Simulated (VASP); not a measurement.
## BH3N: single point with PBE

The system is BH3N, a wire with vacuum.

```
B N H
1.0
    13.50000    0.00000    0.00000
     0.00000   13.20000    0.00000
     0.00000    0.00000    4.22451
B N H
4 4 12
Cartesian
  6.7500 6.6887 4.2237
  6.7500 5.2138 2.1114
  5.4727 7.4262 2.1114
  8.0273 7.4262 2.1114
  6.7500 6.6887 2.6411
  6.7500 5.2138 0.5289
  5.4727 7.4262 0.5289
  8.0273 7.4262 0.5289
  5.7801 4.6539 2.5137
  7.7199 4.6539 2.5137
  4.5028 6.8662 2.5137
  5.4727 8.5461 2.5137
  8.9972 6.8662 2.5137
  8.0273 8.5461 2.5137
  5.9186 4.7339 0.1841
  7.5814 4.7339 0.1841
  4.6414 6.9462 0.1841
  5.4727 8.3861 0.1841
  8.8586 6.9462 0.1841
  8.0273 8.3861 0.1841
```

```json
{
  "Program": "VASP 6.6.1",
  "Task": "single point",
  "Functional": "PBE",
  "Potentials or basis": "VASP PAW PBE potentials, release 64 (B, N, H)",
  "Cutoff": "520 eV",
  "k mesh": "1 × 1 × 8",
  "Occupations": "gaussian, width 0.05 eV",
  "Spin": "no spin polarisation",
  "Dipole correction": "no",
  "Further INCAR settings": "LREAL = Auto; ALGO = Normal; EDIFF = 1e-07; NBANDS = 38"
}
```

The largest force is 1.829 eV/Å. The band gap on the k mesh is 4.75 eV, direct.

Forces in eV/Å, atoms in the order of the input:
```
B    0.000  0.001 -1.829
B    0.000  0.309  0.236
B    0.271 -0.154  0.236
B   -0.271 -0.154  0.236
N    0.000 -0.001 -0.049
N    0.000  0.905  1.130
N    0.784 -0.453  1.130
N   -0.784 -0.453  1.130
H   -0.727 -0.462 -0.075
H    0.727 -0.462 -0.075
H   -0.763 -0.398 -0.075
H   -0.037  0.859 -0.075
H    0.763 -0.398 -0.075
H    0.037  0.859 -0.075
H    0.267 -0.179 -0.295
H   -0.267 -0.179 -0.295
H   -0.022  0.322 -0.295
H   -0.289 -0.142 -0.295
H    0.022  0.322 -0.295
H    0.289 -0.142 -0.295
```

Levels at points of the mesh, in eV from the valence-band top:
```
           k point  band 20  band 21  band 22  band 23  band 24  band 25
(0.00, 0.00, 0.00)    -0.01    -0.01     0.00     4.75     5.53     5.55
(0.00, 0.00, 0.50)    -0.79    -0.79    -0.65     5.54     6.48     6.49
```

It took 2.5 min on 1 thread of Intel(R) Xeon(R) 6975P-C (Granite Rapids), on a shared host, peak memory 0.66 GiB.
